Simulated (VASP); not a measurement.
Write the native input for VASP 6.6.1 that does the following.

```yaml
Task: single point
Functional: LDA
Potentials_or_basis: VASP PAW LDA potentials, release 64 (Al, P)
Cutoff: 500 eV
k_mesh: 8 × 8 × 8
Occupations: gaussian, width 0.01 eV
Spin: no spin polarisation
Dipole_correction: no
Further_INCAR_settings: ALGO = Normal; EDIFF = 1e-06; NBANDS = 11
```

The structure of AlP lies in POSCAR:

```
AlP
1.0
    0.0000000000      2.7392607946      2.7392607946
    2.7392607946      0.0000000000      2.7392607946
    2.7392607946      2.7392607946      0.0000000000
Al P
1 1
Direct
    0.0000000000      0.0000000000      0.0000000000
    0.2500000000      0.2500000000      0.2500000000
```

One way to write it, as run:

INCAR

```
SYSTEM = AlP
PREC = Accurate ; ENCUT = 500
EDIFF = 1E-6 ; ISMEAR = 0
SIGMA = 0.01 ; LREAL = .FALSE.
LASPH = .TRUE. ; NELM = 120
ALGO = Normal ; ISIF = 2
LWAVE = .FALSE. ; LCHARG = .FALSE.
GGA = CA ; NBANDS = 11
GGA_COMPAT = .FALSE.
```

KPOINTS

```
Automatic mesh
0
G
  8 8 8
  0 0 0
```

Potentials or basis: VASP PAW LDA potentials, release 64 (Al, P).

The run is started by

```console
$ cat potpaw_LDA.64/Al/POTCAR potpaw_LDA.64/P/POTCAR > POTCAR
$ mpirun -np 1 vasp_std > vasp.out
```

Results of the run:

* Pressure: -2.1 GPa
* Band gap on the k mesh: 1.46 eV, indirect (least direct gap 3.03 eV)

It took 5.8 s on 1 thread of Intel(R) Xeon(R) Platinum 8559C (Emerald Rapids), on a shared host, peak memory 0.13 GiB.
